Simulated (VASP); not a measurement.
# Fe (Fmmm) in VASP: a series of runs

Fe is run at these levels: PBE; tasks: electric field gradients.

Everything below comes from runs of VASP 6.6.1. Logs are shortened: lines on timing, memory, paths and dates and some standing lists are left out, and cuts for length are marked.

## 1. The cell of the first run

Symmetry: Fmmm, No. 69, orthorhombic system. The conventional cell has a = 2.997 Å, b = 3.883 Å, c = 4.048 Å, α = 90.00°, β = 90.00°, γ = 90.00°. Within 3.2 Å of Fe (site symmetry mmm) lie 14 Fe at 2.45 to 3.00 Å.

## 2. Electric field gradients, PBE, collinear spin, ferromagnetic start (zz strain of +3 %)

The input, INCAR:

```
SYSTEM = Fe
PREC     = Accurate       ! precision mode
ENCUT    = 510            ! plane-wave cutoff, eV
EDIFF    = 1E-8           ! SCF threshold, eV
ISMEAR   = -1             ! smearing method
SIGMA    = 0.05           ! smearing width, eV
LREAL    = .False.        ! projectors in reciprocal space
LASPH    = .True.         ! aspherical terms in the spheres
NELM     = 200            ! most SCF steps
ALGO     = Normal         ! electronic algorithm
ISIF     = 2              ! what is computed and relaxed
LWAVE    = .False.        ! write WAVECAR
LCHARG   = .False.        ! write CHGCAR
ISPIN    = 2              ! spin polarisation
MAGMOM   = 3              ! initial moments
LORBIT   = 11             ! projections on sites
LMAXMIX  = 4              ! l up to which the mixer works
GGA      = PE             ! functional
LEFG     = .True.       
NBANDS   = 18             ! bands
GGA_COMPAT= .False.
```

The input, KPOINTS:

```
regular mesh
0
Gamma
  16 16 16
  0 0 0
```

The input, POSCAR:

```
Fe
1.0
    0.0000000000      1.9417396906      2.0240583172
    1.4984397099      0.0000000000      2.0240583172
    1.4984397099      1.9417396906      0.0000000000
Fe
1
Direct
    0.0000000000      0.0000000000      0.0000000000
```

Potentials or basis: VASP PAW PBE potentials, release 64 (Fe_sv).

The run is started by

```console
> cat potpaw_PBE.64/Fe_sv/POTCAR > POTCAR
> mpirun -np 1 vasp_std > vasp.out
```

OUTCAR:

```text
SYSTEM = Fe
   PREC = Accurate
   ENCUT = 510
   EDIFF = 1E-8
   ISMEAR = -1
   LREAL = .False.
   LASPH = .True.
   NELM = 200
   ISIF = 2
   ISPIN = 2
   LORBIT = 11
   GGA = PE

 ion  position               nearest neighbor table
   1  0.000  0.000  0.000-

  LATTYP: Found a face centered orthorhombic cell.
 ALAT       =     2.9968794198
 B/A-ratio  =     1.2958410524
 C/A-ratio  =     1.3507772811

  Lattice vectors:

 A1 = (   0.0000000000,   1.9417396906,   2.0240583172)
 A2 = (   1.4984397099,   0.0000000000,   2.0240583172)
 A3 = (   1.4984397099,   1.9417396906,   0.0000000000)

Analysis of symmetry for initial positions (statically):
=====================================================================
 Subroutine PRICEL returns:
 Original cell was already a primitive cell.

 Routine SETGRP: Setting up the symmetry group for a
 face centered orthorhombic supercell.

 Subroutine GETGRP returns: Found  8 space group operations
 (whereof  8 operations were pure point group operations)
 out of a pool of  8 trial point group operations.

The static configuration has the point symmetry D_2h.

Analysis of symmetry for dynamics (positions and initial velocities):
=====================================================================
 Subroutine PRICEL returns:
 Original cell was already a primitive cell.

 Routine SETGRP: Setting up the symmetry group for a
 face centered orthorhombic supercell.

 Subroutine GETGRP returns: Found  8 space group operations
 (whereof  8 operations were pure point group operations)
 out of a pool of  8 trial point group operations.

The dynamic configuration has the point symmetry D_2h.

Analysis of structural, dynamic, and magnetic symmetry:
=====================================================================
 Subroutine PRICEL returns:
 Original cell was already a primitive cell.

 Routine SETGRP: Setting up the symmetry group for a
 face centered orthorhombic supercell.

 Subroutine GETGRP returns: Found  8 space group operations
 (whereof  8 operations were pure point group operations)
 out of a pool of  8 trial point group operations.

The overall configuration has the point symmetry D_2h.

 Subroutine INISYM returns: Found  8 space group operations
 (whereof  8 operations are pure point group operations),
[... 143 lines left out ...]

 val. band max:       11.5403800452   @ k =  -0.1875   0.3750   0.3750
 cond. band min:      11.5417263744   @ k =  -0.1250   0.3125   0.3750
 fundamental gap:      0.0013463292
 Fermi energy:        11.5409323970

 spin component 1

 k-point     1 :       0.0000    0.0000    0.0000
  band No.  band energies     occupation
      1     -76.5302      1.00000
      2     -42.3601      1.00000
      3     -42.3336      1.00000
      4     -42.3189      1.00000
      5       3.2442      1.00000
      6       9.0669      1.00000
[... 493 lines left out ...]
     17      41.7741      0.00000
     18      43.2170      0.00000

 [... further k-points ...]

 spin component 2

 k-point     1 :       0.0000    0.0000    0.0000
  band No.  band energies     occupation
      1     -73.7992      1.00000
      2     -39.6635      1.00000
      3     -39.6630      1.00000
      4     -39.6410      1.00000
      5       3.4073      1.00000
      6      10.9014      1.00000
[... 493 lines left out ...]
     17      42.1350      0.00000
     18      43.9993      0.00000

 [... further k-points ...]

------------------------ aborting loop because EDIFF is reached ----------------------------------------

  FORCE on cell =-STRESS in cart. coord.  units (eV):
  Direction    XX          YY          ZZ          XY          YZ          ZX
  --------------------------------------------------------------------------------------
  -------------------------------------------------------------------------------------
  Total       -0.8888030     -0.2408666     -0.6765111     -0.0000000      0.0000000      0.0000000
  in kB     -120.9018137    -32.7645214    -92.0242324     -0.0000000      0.0000000      0.0000000
  external PRESSURE =     -81.8968558 kB  Pullay stress =       0.0000000 kB

 VOLUME and BASIS-vectors are now :
 -----------------------------------------------------------------------------
  energy-cutoff  :      510.00
  volume of cell :       11.78
      direct lattice vectors                 reciprocal lattice vectors
     0.000000000  1.941739691  2.024058317    -0.333680426  0.257501045  0.247028456
     1.498439710  0.000000000  2.024058317     0.333680426 -0.257501045  0.247028456
     1.498439710  1.941739691  0.000000000     0.333680426  0.257501045 -0.247028456

 POSITION                                       TOTAL-FORCE (eV/Angst)
 -----------------------------------------------------------------------------------
      0.00000      0.00000      0.00000         0.000000      0.000000      0.000000
 -----------------------------------------------------------------------------------
    total drift:                                0.000000      0.000000      0.000000

  FREE ENERGIE OF THE ION-ELECTRON SYSTEM (eV)
  ---------------------------------------------------
  free  energy   TOTEN  =        -8.3300511975 eV

  energy  without entropy=       -8.3212777367  energy(sigma->0) =       -8.32566447

 Electric field gradients (V/A^2)
---------------------------------------------------------------------
 ion       V_xx      V_yy      V_zz      V_xy      V_xz      V_yz
---------------------------------------------------------------------
   1       5.521    -0.983    -4.538    -0.009     0.020     0.003
---------------------------------------------------------------------

 Electric field gradients after diagonalization (V/A^2)
 (convention: |V_zz| > |V_xx| > |V_yy|)
----------------------------------------------------------------------
 ion       V_xx      V_yy      V_zz     asymmetry (V_yy - V_xx)/ V_zz
----------------------------------------------------------------------
   1      -4.538    -0.983     5.521       0.644
----------------------------------------------------------------------

           NMR quadrupolar parameters

 Cq : quadrupolar parameter    Cq=e*Q*V_zz/h
 eta: asymmetry parameters     (V_yy - V_xx)/ V_zz
 Q  : nuclear electric quadrupole moment in mb (millibarn)
----------------------------------------------------------------------
 ion       Cq(MHz)       eta       Q (mb)
----------------------------------------------------------------------
   1       0.013       0.644       1.000
----------------------------------------------------------------------

 total charge

# of ion       s       p       d       tot
------------------------------------------
    1        2.181   6.026   5.506  13.713

 magnetization (x)

# of ion       s       p       d       tot
------------------------------------------
    1       -0.001  -0.008   2.277   2.268
```

OSZICAR:

```text
N       E                     dE             d eps       ncg     rms          rms(c)
DAV:   1     0.188817552233E+03    0.18882E+03   -0.88089E+03 48338   0.125E+03
DAV:   2    -0.229752523465E+01   -0.19112E+03   -0.17765E+03 45146   0.396E+02
DAV:   3    -0.924438841327E+01   -0.69469E+01   -0.68776E+01 53022   0.905E+01
DAV:   4    -0.932073179119E+01   -0.76343E-01   -0.76332E-01 51268   0.970E+00
DAV:   5    -0.932222989879E+01   -0.14981E-02   -0.14981E-02 51006   0.140E+00    0.125E+01
DAV:   6    -0.848366287462E+01    0.83857E+00   -0.29836E+00 50362   0.468E+01    0.115E+01
DAV:   7    -0.834275441170E+01    0.14091E+00   -0.49490E-01 52052   0.176E+01    0.481E+00
DAV:   8    -0.833595343264E+01    0.68010E-02   -0.82935E-03 49166   0.117E+00    0.150E+00
DAV:   9    -0.833010996292E+01    0.58435E-02   -0.41860E-03 60620   0.108E+00    0.328E-01
DAV:  10    -0.833003128900E+01    0.78674E-04   -0.91793E-04 53528   0.643E-01    0.666E-02
DAV:  11    -0.833004577294E+01   -0.14484E-04   -0.28934E-05 54716   0.828E-02    0.401E-02
DAV:  12    -0.833004805238E+01   -0.22794E-05   -0.62388E-06 54070   0.280E-02    0.188E-02
DAV:  13    -0.833005050266E+01   -0.24503E-05   -0.77427E-07 56714   0.156E-02    0.457E-03
DAV:  14    -0.833005133955E+01   -0.83689E-06   -0.11888E-07 48538   0.455E-03    0.108E-03
DAV:  15    -0.833005110485E+01    0.23470E-06   -0.80917E-09 35448   0.203E-03    0.467E-04
DAV:  16    -0.833005119210E+01   -0.87250E-07   -0.13608E-09 24802   0.552E-04    0.105E-04
DAV:  17    -0.833005119753E+01   -0.54320E-08   -0.29178E-10 24192   0.231E-04
   1 F= -.83300512E+01 E0= -.83256645E+01  d E =-.877346E-02  mag=     2.2648
```

Run time: 2.9 min. Hardware: 1 thread of Intel Xeon Platinum 8488C (Sapphire Rapids), shared host; peak memory 0.29 GiB.

What came out:

| Quantity | Value |
| --- | --- |
| Free energy | -8.3301 eV |
| Pressure | -8.2 GPa |
| Net moment | 2.26 μB per cell |
| Site moments | Fe +2.27 μB |
| Largest electric field gradient by atom | Fe +5.5 V/Å² |
| Valence electrons inside the program's atomic spheres | Fe 13.71 |

Levels at points of the mesh, in eV from the Fermi level:
Spin up:
```csv
k point,band 7,band 8,band 9,band 10,band 11,band 12
"(0.00, 0.00, 0.00)",-2.18,-2.06,-1.26,-0.94,23.26,24.08
"(0.50, 0.00, 0.00)",-1.30,-0.82,0.27,0.28,6.81,18.03
"(0.50, 0.50, 0.00)",-0.76,-0.67,0.25,0.44,7.03,17.28
"(0.50, 0.00, 0.50)",-0.86,-0.86,0.51,1.19,7.94,16.53
"(0.00, 0.50, 0.50)",-0.07,-0.04,0.31,7.96,10.43,10.43
```
Spin down:
```tsv
k point	band 3	band 4	band 5	band 6	band 7	band 8	band 9	band 10	band 11	band 12
(0.00, 0.00, 0.00)	-51.20	-51.18	-8.13	-0.64	-0.13	0.06	1.46	1.97	22.99	23.83
(0.50, 0.00, 0.00)	-51.31	-51.20	-3.47	-1.30	0.36	1.34	2.01	2.61	8.24	18.08
(0.50, 0.50, 0.00)	-51.33	-51.22	-3.48	-1.96	0.55	2.03	2.19	2.62	8.46	17.41
(0.50, 0.00, 0.50)	-51.38	-51.19	-3.37	-1.74	1.30	1.81	1.98	2.69	9.34	16.62
(0.00, 0.50, 0.50)	-51.52	-51.41	-2.88	-2.72	2.26	2.33	2.46	8.22	10.70	10.73
```

Electric field gradients, principal values (V/Å²):
| atom | least | middle | greatest (by size) |
| --- | --- | --- | --- |
| 1 Fe | -0.983 | -4.538 | 5.521 |

Caveat: the cell differs from its parent crystal (zz strain of +3 %); the stress differs along the axes, from -12 to -3 GPa; without QUAD_EFG the Cq values of the log hold for a quadrupole moment of 1 mb, not for the nuclei.

(Part 1 of 4 ends here.)
